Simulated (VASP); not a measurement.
The system is Os.

```
CELL_PARAMETERS angstrom
2.73410 0.00000 0.00000
-1.36705 2.36780 0.00000
0.00000 0.00000 4.31970
ATOMIC_POSITIONS crystal
Os 0.66667 0.33333 0.75000
Os 0.33333 0.66667 0.25000
```

Base run:

* Program: VASP 6.6.1
* Functional: PBE
* Dispersion: D4
* Potentials or basis: VASP PAW PBE potentials, release 64 (Os)
* Cutoff: 520 eV
* k mesh: 11 × 11 × 6
* Occupations: fermi-dirac, width 0.05 eV
* Spin: no spin polarisation

Its results: band gap on the k mesh zero (bands 8 and 9 overlap by 3.89 eV); pressure 1.4 GPa.

Problem. The run is repeated on the same cell with these changes: functional from PBE to RPBE; dispersion from D4 to none. What comes out?

Solution. Band gap on the k mesh zero (bands 8 and 9 overlap by 3.89 eV); pressure 12.7 GPa.

Several settings changed at once.

Caveats: spin-orbit coupling is left out, which moves the levels of the heavy elements; the cell stands under pressure (at least some runs); the PAW data sets were made with another functional, which shifts forces and pressure a little (at least some runs).
